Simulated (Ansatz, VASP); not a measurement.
Two plane-wave programs on S

```
CELL_PARAMETERS angstrom
0.00000 1.87676 2.25211
1.87676 0.00000 2.25211
1.87676 1.87676 0.00000
ATOMIC_POSITIONS crystal
S 0.00000 0.00000 0.00000
```

Alike in both runs: task single point; functional LDA; k mesh 22 × 22 × 22; occupations gaussian, width 0.15 eV; no spin polarisation.

|  | VASP | Ansatz |
| --- | --- | --- |
| version | VASP 6.6.1 | Ansatz 0.2.0 |
| potentials or method | VASP PAW LDA potentials, release 64 (S), cutoff 520 eV | scalar-relativistic, plane waves, PAW |
| valence electrons in the cell | 6 | 6 |

```csv
,VASP,Ansatz,Ansatz less VASP
gap on the k mesh at the Fermi level (eV),none,none,-
pressure (GPa),-6.3,-6.3,+0.04
"traceless stress, the component that is largest in VASP (GPa)",9.30,9.28,-0.019
```

LDA's correlation is that of Perdew and Zunger in VASP and of Perdew and Wang (1992) in Ansatz. A gap of «none» marks a metal or a gap that the smearing closes.
